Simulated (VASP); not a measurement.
Set up this calculation in VASP 6.6.1, as the native input.

```yaml
Task: single point
Functional: PBEsol
Potentials_or_basis: VASP PAW PBE potentials, release 64 (W_sv, C_h)
Cutoff: 1300 eV
k_mesh: 6 × 6 × 6
Occupations: gaussian, width 0.15 eV
Spin: no spin polarisation
Dipole_correction: no
Further_INCAR_settings: ALGO = Normal; EDIFF = 1e-06; NBANDS = 16
```

The structure of WC lies in POSCAR:

```
WC
1.0
    2.9005014360      0.0000000000      0.0000000000
   -1.4502507180      2.5119079273      0.0000000000
    0.0000000000      0.0000000000      2.8290000000
W C
1 1
Direct
    0.0865212091      0.0633379210     -0.0795334040
    0.6666666667      0.3333333333      0.5000000000
```

This cell differs from its parent crystal: atom 1 (W) moved by (+0.225, -0.225) A along [1 1 0] and z.

One way to write it, as run:

INCAR

```
SYSTEM = WC
  PREC = Accurate
  ENCUT = 1300
  EDIFF = 1E-6
  ISMEAR = 0
  SIGMA = 0.15
  LREAL = .FALSE.
  LASPH = .TRUE.
  NELM = 120
  ALGO = Normal
  ISIF = 2
  LWAVE = .FALSE.
  LCHARG = .TRUE.
  GGA = PS
  LELF = .TRUE.
  LVHAR = .TRUE.
  NBANDS = 16
  GGA_COMPAT = .FALSE.
```

KPOINTS

```
Automatic mesh
0
G
  6 6 6
  0 0 0
```

Potentials or basis: VASP PAW PBE potentials, release 64 (W_sv, C_h).

Run with:

```sh
$ cat potpaw_PBE.64/W_sv/POTCAR potpaw_PBE.64/C_h/POTCAR > POTCAR
$ mpirun -np 1 vasp_std > vasp.out
```

Results of the run:

The pressure is 21.3 GPa, the largest force is 6.193 eV/Å and the band gap on the k mesh is zero (bands 9 and 10 overlap by 0.76 eV).

Caveat: the k points lie up to 0.42 Å⁻¹ apart, too coarse for converged energies and pressures of a metal; the cell differs from its parent crystal (atom 1 (W) moved by (+0.225, -0.225) A along [1 1 0] and z); the PAW data sets were made with another functional, which shifts forces and pressure a little; spin-orbit coupling is left out, which moves the levels of the heavy elements.

It took 77 s on 1 thread of Intel(R) Xeon(R) Platinum 8259CL CPU @ 2.50GHz (Skylake/Cascade Lake) (shared host), peak memory 0.32 GiB.
